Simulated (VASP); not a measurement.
# DyGe3P (P4/mmm) in VASP: notebook

DyGe3P is run at these levels: PBE; tasks: relaxation of cell and atoms, single point.

All numbers are computed with VASP 6.6.1; they aren't measurements. Logs are shortened: lines on timing, memory, paths and dates and some standing lists are left out, and cuts for length are marked.

### Step 1. The cell of the first run

It takes space group P4/mmm (No. 123, tetragonal). The conventional cell has a = 4.142 Å, b = 4.142 Å, c = 7.405 Å, α = 90.00°, β = 90.00°, γ = 90.00°. Dy (site symmetry 4/mmm) has 10 Ge at 3.17 to 3.70 Å and 4 Dy at 4.14 Å within 4.2 Å. Within 3.2 Å of Ge (site symmetry 4mm) lie 1 Ge at 2.45 Å and 1 P at 2.48 Å and 4 Dy at 3.17 Å. Ge (site symmetry 4/mmm) has 4 P at 2.93 Å and 2 Dy at 3.70 Å and 8 Ge at 3.84 Å within 3.9 Å. Within 3.3 Å of P (site symmetry 4/mmm) lie 6 Ge at 2.48 to 2.93 Å.

The cell was built from a structure type or drawn by symmetry, and may not be a known phase.

### Step 2. Relaxation of cell and atoms, PBE

The input, INCAR:

```
PREC     = Accurate       # precision mode
ENCUT    = 500            # plane-wave cutoff, eV
EDIFF    = 1E-7           # SCF threshold, eV
ISMEAR   = 0              # smearing method
SIGMA    = 0.1            # smearing width, eV
LREAL    = False          # projectors in reciprocal space
LASPH    = True           # aspherical terms in the spheres
NELM     = 200            # most SCF steps
ALGO     = Normal         # electronic algorithm
ISIF     = 3              # what is computed and relaxed
LWAVE    = False          # write WAVECAR
LCHARG   = False          # write CHGCAR
GGA      = PE             # functional
IBRION   = 2              # ionic algorithm
NSW      = 90             # ionic steps
EDIFFG   = -0.04          # ionic threshold
GGA_COMPAT= False        
NELMIN   = 4            
LMAXMIX  = 6              # l up to which the mixer works
```

The input, KPOINTS:

```
Automatic mesh
0
Gamma
  4 4 4
```

The input, POSCAR:

```
DyGe3P
1.0
    4.1424501200      0.0000000000      0.0000000000
    0.0000000000      4.1424501200      0.0000000000
    0.0000000000      0.0000000000      7.4052646800
Dy Ge P
1 3 1
Direct
    0.0000000000      0.0000000000      0.0000000000
    0.5000000000      0.5000000000      0.8346948300
    0.5000000000      0.5000000000      0.1653051700
    0.0000000000      0.0000000000      0.5000000000
    0.5000000000      0.5000000000      0.5000000000
```

Potentials or basis: VASP PAW PBE potentials, release 64 (Dy_3, Ge_d, P), 4f in core.

The run is started by

```
cat potpaw_PBE.64/Dy_3/POTCAR potpaw_PBE.64/Ge_d/POTCAR potpaw_PBE.64/P/POTCAR > POTCAR
mpirun -np 1 vasp_std > vasp.out
```

OUTCAR:

```text
PREC = Accurate
   ENCUT = 500
   EDIFF = 1E-7
   ISMEAR = 0
   LREAL = False
   LASPH = True
   NELM = 200
   ISIF = 3
   GGA = PE
   IBRION = 2
   NSW = 90
   EDIFFG = -0.04
   NELMIN = 4

 ion  position               nearest neighbor table
   1  0.000  0.000  0.000-   2 3.17   3 3.17   2 3.17   3 3.17   2 3.17   3 3.17   2 3.17   3 3.17

   2  0.500  0.500  0.835-   3 2.45   5 2.48   1 3.17   1 3.17   1 3.17   1 3.17
   3  0.500  0.500  0.165-   2 2.45   5 2.48   1 3.17   1 3.17   1 3.17   1 3.17
   4  0.000  0.000  0.500-   5 2.93   5 2.93   5 2.93   5 2.93
   5  0.500  0.500  0.500-   2 2.48   3 2.48   4 2.93   4 2.93   4 2.93   4 2.93

  LATTYP: Found a simple tetragonal cell.
 ALAT       =     4.1424501200
 C/A-ratio  =     1.7876533128

  Lattice vectors:

 A1 = (   4.1424501200,   0.0000000000,   0.0000000000)
 A2 = (   0.0000000000,   4.1424501200,   0.0000000000)
 A3 = (   0.0000000000,   0.0000000000,   7.4052646800)

Analysis of symmetry for initial positions (statically):
=====================================================================
 Subroutine PRICEL returns:
 Original cell was already a primitive cell.

 Routine SETGRP: Setting up the symmetry group for a
 simple tetragonal supercell.

 Subroutine GETGRP returns: Found 16 space group operations
 (whereof 16 operations were pure point group operations)
 out of a pool of 16 trial point group operations.

The static configuration has the point symmetry D_4h.

Analysis of symmetry for dynamics (positions and initial velocities):
=====================================================================
 Subroutine PRICEL returns:
 Original cell was already a primitive cell.

 Routine SETGRP: Setting up the symmetry group for a
 simple tetragonal supercell.

 Subroutine GETGRP returns: Found 16 space group operations
 (whereof 16 operations were pure point group operations)
 out of a pool of 16 trial point group operations.

The dynamic configuration has the point symmetry D_4h.

 Subroutine INISYM returns: Found 16 space group operations
 (whereof 16 operations are pure point group operations),
 and found     1 'primitive' translations

----------------------------------------------------------------------------------------

                                     Primitive cell

  volume of cell :     127.0735

  direct lattice vectors                    reciprocal lattice vectors
     4.142450120  0.000000000  0.000000000     0.241403027  0.000000000  0.000000000
     0.000000000  4.142450120  0.000000000     0.000000000  0.241403027  0.000000000
     0.000000000  0.000000000  7.405264680     0.000000000  0.000000000  0.135039063

  length of vectors
     4.142450120  4.142450120  7.405264680     0.241403027  0.241403027  0.135039063

[... 80 lines left out ...]
   LREAL  =      F    real-space projection
   EDIFFG = -.4E-01   stopping-criterion for IOM
   NSW    =     90    number of steps for IOM
   IBRION =      2    ionic relax: 0-MD 1-quasi-New 2-CG
   NFREE  =      1    steps in history (QN), initial steepest desc. (CG)
   ISIF   =      3    stress and relaxation
   ISYM   =      2    0-nonsym 1-usesym 2-fastsym
   POTIM  = 0.5000    time-step for ionic-motion
   TEBEG  =    0.0;   TEEND  =   0.0 temperature during run
   PSTRESS=    0.0 pullay stress
   NELECT =      56.0000    total number of electrons
   NUPDOWN=      -1.0000    fix difference up-down
   EMIN   =  10.00;   EMAX   =-10.00  energy-range for DOS
   EFERMI =   0.00;   METHOD = LEGACY
   ISMEAR =     0;   SIGMA  =   0.10  broadening in eV -4-tet -1-fermi 0-gaus
   EFERMI_NEDOS =   21; number of points for ismear=-14 and -15
   IALGO  =     38    algorithm
   IMIX   =      4    mixing-type and parameters
     AMIX     =   0.40;   BMIX     =  1.00
     AMIX_MAG =   1.60;   BMIX_MAG =  1.00
  volume/ion in A,a.u.               =      25.41       171.51
  Fermi-wavevector in a.u.,A,eV,Ry     =   1.245812  2.354243 21.116883  1.552047
  Thomas-Fermi vector in A             =   2.380017
   LORBIT       =      0    0 simple, 1 ext, 2 COOP (PROOUT), +10 PAW based schemes
   GGA     = PE    functional components
   LHFCALC =     F    Hartree Fock is set to
   AEXX    =    0.0000 exact exchange contribution
   IVDW    =     0    specifies the selected vdW correction
   LEPSILON=     F    determine dielectric tensor
   LRPA    =     F    only Hartree local field effects (RPA)
 conjugate gradient relaxation of ions
 non-spin polarized calculation
 Gauss-broadening in eV      SIGMA  =   0.10
  energy-cutoff  :      500.00
  volume of cell :      127.07
 maximum number of plane-waves:      3259
   NGX = 15   NGY = 15   NGZ = 27

--------------------------------------- Ionic step        1  -------------------------------------------

 number of electron      56.0000085 magnetization

 Free energy of the ion-electron system (eV)
  ---------------------------------------------------
  ext. energy  EPLUGINS =         0.00000000
  ---------------------------------------------------
  free energy    TOTEN  =       -22.85748660 eV

  energy without entropy =      -22.83213808  energy(sigma->0) =      -22.84481234

 E-fermi :   3.7726     XC(G=0):  -9.7709

 val. band max:        3.7661206119   @ k =   0.2500   0.2500   0.2500
 cond. band min:       3.7818858925   @ k =   0.0000   0.0000   0.5000
 fundamental gap:      0.0157652806
 Fermi energy:         3.7726173519

 k-point     1 :       0.0000    0.0000    0.0000
  band No.  band energies     occupation
      1     -20.8237      2.00000
      2     -20.8225      2.00000
      3     -20.7840      2.00000
      4     -20.7840      2.00000
      5     -20.7767      2.00000
      6     -20.6296      2.00000
[... 747 lines left out ...]
  FREE ENERGIE OF THE ION-ELECTRON SYSTEM (eV)
  ---------------------------------------------------
  free  energy   TOTEN  =       -23.4731550180 eV

  energy  without entropy=      -23.4513962531  energy(sigma->0) =      -23.46227564

[... ionic steps 4 to 10 ...]

--------------------------------------- Ionic step       11  -------------------------------------------

 number of electron      55.9999980 magnetization

------------------------ aborting loop because EDIFF is reached ----------------------------------------
[... 73 lines left out ...]
--------------------------------------- Ionic step       13  -------------------------------------------

 number of electron      55.9999976 magnetization

 Free energy of the ion-electron system (eV)
  ---------------------------------------------------
  ext. energy  EPLUGINS =         0.00000000
  ---------------------------------------------------
  free energy    TOTEN  =       -23.65665927 eV

  energy without entropy =      -23.64178261  energy(sigma->0) =      -23.64922094

 E-fermi :   5.3200     XC(G=0): -10.5544

 val. band max:        5.2605280472   @ k =   0.5000   0.0000   0.0000
 cond. band min:       5.4169078879   @ k =   0.5000   0.2500   0.2500
 fundamental gap:      0.1563798407
 Fermi energy:         5.3200478651

 k-point     1 :       0.0000    0.0000    0.0000
  band No.  band energies     occupation
      1     -19.3496      2.00000
      2     -19.3249      2.00000
      3     -19.3249      2.00000
      4     -19.3055      2.00000
      5     -19.3024      2.00000
      6     -19.1450      2.00000
[... 669 lines left out ...]
  FREE ENERGIE OF THE ION-ELECTRON SYSTEM (eV)
  ---------------------------------------------------
  free  energy   TOTEN  =       -23.6566592681 eV

  energy  without entropy=      -23.6417826131  energy(sigma->0) =      -23.64922094

 reached required accuracy - stopping structural energy minimisation
```

Wall time 5.6 min (1 thread of Intel Xeon 6975P-C (Granite Rapids), shared host); peak memory 0.27 GiB.

What came out:

```yaml
Free_energy: -23.6567 eV
Relaxed_volume: 21.53 Å³/atom
Relaxed_cell: a = 3.739 Å, b = 3.739 Å, c = 7.699 Å, α = 90.00°, β = 90.00°, γ = 90.00°
Space_group_after_relaxing_to_0.1_Å: P4/mmm (No. 123)
Energy_gained_by_relaxing: 159.8 meV/atom
Ionic_steps: 13
Pressure_after_relaxing: 0.1 GPa
Largest_force_after_relaxing: 0.005 eV/Å
Band_gap_on_the_k_mesh: zero (bands 28 and 29 overlap by 2.77 eV)
```

Forces in eV/Å, atoms in the order of the input:
```
Dy   0.000  0.000  0.000
Ge   0.000  0.000 -0.005
Ge   0.000  0.000  0.005
Ge   0.000  0.000  0.000
P    0.000  0.000  0.000
```

Step by step:
```
step  energy change (eV)  largest force (eV/Å)  pressure (GPa)  volume (Å³)
   1              0.0000                0.9452           -6.56       127.07
   2             -0.6049                0.6727            0.24       108.82
   3             -0.6157                0.6564            1.51       106.65
   4             -0.7315                0.4432            0.72       106.82
   5             -0.7448                0.4747            0.64       106.84
   6             -0.7465                0.6654            0.75       106.82
   7             -0.7494                0.5814            0.69       106.84
   8             -0.7871                0.2109           -0.45       108.60
   9             -0.7885                0.1104           -0.69       109.01
  10             -0.7972                0.0468           -0.06       107.87
  11             -0.7974                0.0779            0.03       107.67
  12             -0.7987                0.0453            0.05       107.61
  13             -0.7992                0.0047            0.05       107.63
```

Final structure:
```xyz
5
Lattice="3.7389 0.0000 0.0000 0.0000 3.7389 0.0000 0.0000 0.0000 7.6994" Properties=species:S:1:pos:R:3 pbc="T T T"
Dy    0.0000    0.0000    0.0000
Ge    1.8694    1.8694    6.2166
Ge    1.8694    1.8694    1.4829
Ge    0.0000    0.0000    3.8497
P     1.8694    1.8694    3.8497
```

Caveat: the k points lie up to 0.42 Å⁻¹ apart in the final cell, too coarse for converged energies and pressures of a metal; the volume moved by over 15 % at a fixed basis, so the end points are rough; spin-orbit coupling is left out, which moves the levels of the heavy elements; the 4f electrons are frozen in the core, so they carry no moment and show no levels.

### Step 3. Single point, PBE

This run uses another cell than the first one, of 21.62 Å³/atom.

The input, INCAR:

```
ALGO = Normal
EDIFF = 1E-6
ENCUT = 500
GGA = PE
GGA_COMPAT = F
ISIF = 2
ISMEAR = 0
LASPH = T
LCHARG = F
LMAXMIX = 6
LREAL = F
LWAVE = F
NBANDS = 36
NELM = 200
PREC = Accurate
SIGMA = 0.1
```

The input, KPOINTS:

```
k-points
0
Gamma
  10 10 6
```

The input, POSCAR:

```
DyGe3P
1.0
    3.7960074658      0.0000000000      0.0000000000
    0.0000000000      3.7960074658      0.0000000000
    0.0000000000      0.0000000000      7.5021438593
Dy Ge P
1 3 1
Direct
    0.0000000000      0.0000000000      0.0000000000
    0.5000000000      0.5000000000      0.8184815394
    0.5000000000      0.5000000000      0.1815184606
    0.0000000000      0.0000000000      0.5000000000
    0.5000000000      0.5000000000      0.5000000000
```

Potentials or basis: VASP PAW PBE potentials, release 64 (Dy_3, Ge_d, P), 4f in core.

The run is started by

```
cat potpaw_PBE.64/Dy_3/POTCAR potpaw_PBE.64/Ge_d/POTCAR potpaw_PBE.64/P/POTCAR > POTCAR
mpirun -np 1 vasp_std > vasp.out
```

OUTCAR:

```text
EDIFF = 1E-6
   ENCUT = 500
   GGA = PE
   ISIF = 2
   ISMEAR = 0
   LASPH = T
   LREAL = F
   NELM = 200
   PREC = Accurate

 ion  position               nearest neighbor table
   1  0.000  0.000  0.000-   2 3.01   3 3.01   2 3.01   3 3.01   2 3.01   3 3.01   2 3.01   3 3.01

   2  0.500  0.500  0.818-   5 2.39   3 2.72   1 3.01   1 3.01   1 3.01   1 3.01
   3  0.500  0.500  0.182-   5 2.39   2 2.72   1 3.01   1 3.01   1 3.01   1 3.01
[... 1143 lines left out ...]
  --------------------------------------------------------------------------------------
  -------------------------------------------------------------------------------------
  Total        0.1102419      0.1102419     -0.0052141      0.0000000      0.0000000      0.0000000
  in kB        1.6338717      1.6338717     -0.0772771      0.0000000      0.0000000      0.0000000
  external PRESSURE =       1.0634888 kB  Pullay stress =       0.0000000 kB

 VOLUME and BASIS-vectors are now :
 -----------------------------------------------------------------------------
  energy-cutoff  :      500.00
  volume of cell :      108.10
      direct lattice vectors                 reciprocal lattice vectors
     3.796007466  0.000000000  0.000000000     0.263434677  0.000000000  0.000000000
     0.000000000  3.796007466  0.000000000     0.000000000  0.263434677  0.000000000
     0.000000000  0.000000000  7.502143859     0.000000000  0.000000000  0.133295231

 POSITION                                       TOTAL-FORCE (eV/Angst)
 -----------------------------------------------------------------------------------
      0.00000      0.00000      0.00000         0.000000      0.000000      0.000000
      1.89800      1.89800      6.14037         0.000000      0.000000     -0.036223
      1.89800      1.89800      1.36178         0.000000     -0.000000      0.036223
      0.00000      0.00000      3.75107         0.000000      0.000000      0.000000
      1.89800      1.89800      3.75107         0.000000      0.000000      0.000000
 -----------------------------------------------------------------------------------
    total drift:                                0.000000      0.000000      0.000000

  FREE ENERGIE OF THE ION-ELECTRON SYSTEM (eV)
  ---------------------------------------------------
  free  energy   TOTEN  =       -23.5857813231 eV

  energy  without entropy=      -23.5690940263  energy(sigma->0) =      -23.57743767
```

Run time: 1.9 min. Hardware: 1 thread of Intel Xeon 6975P-C (Granite Rapids), shared host; peak memory 0.4 GiB.

What came out:

```
Free energy            : -23.5858 eV
Pressure               : 0.1 GPa
Largest force          : 0.036 eV/Å
Band gap on the k mesh : zero (bands 28 and 29 overlap by 2.26 eV)
```

Forces on the atoms (eV/Å):
```
Dy   0.000  0.000  0.000
Ge   0.000  0.000 -0.036
Ge   0.000  0.000  0.036
Ge   0.000  0.000  0.000
P    0.000  0.000  0.000
```

Levels at points of the mesh, in eV from the Fermi level:
```
           k point  band 24  band 25  band 26  band 27  band 28  band 29  band 30  band 31  band 32  band 33
(0.00, 0.00, 0.00)    -2.73    -1.67    -1.27    -0.01     0.60     0.60     1.21     1.62     1.62     3.74
(0.50, 0.00, 0.00)    -2.61    -1.64    -1.47     0.01     0.03     0.99     1.18     1.56     1.80     2.59
(0.50, 0.50, 0.00)    -5.37    -2.25    -2.25    -1.17    -1.17    -0.44     0.18     0.45     2.04     4.62
(0.00, 0.00, 0.50)    -2.74    -2.74     0.01     0.44     0.90     0.90     1.25     1.25     2.91     3.56
(0.50, 0.00, 0.50)    -4.14    -1.12    -0.68    -0.64    -0.56     0.93     1.10     1.22     3.39     3.64
(0.50, 0.50, 0.50)    -4.70    -4.22    -2.01    -2.01    -1.37    -1.37    -0.65     4.45     4.45     4.74
```

Caveat: spin-orbit coupling is left out, which moves the levels of the heavy elements; the 4f electrons are frozen in the core, so they carry no moment and show no levels. Spin polarisation is off, so any magnetic state and its effect on volume and gap are missing.
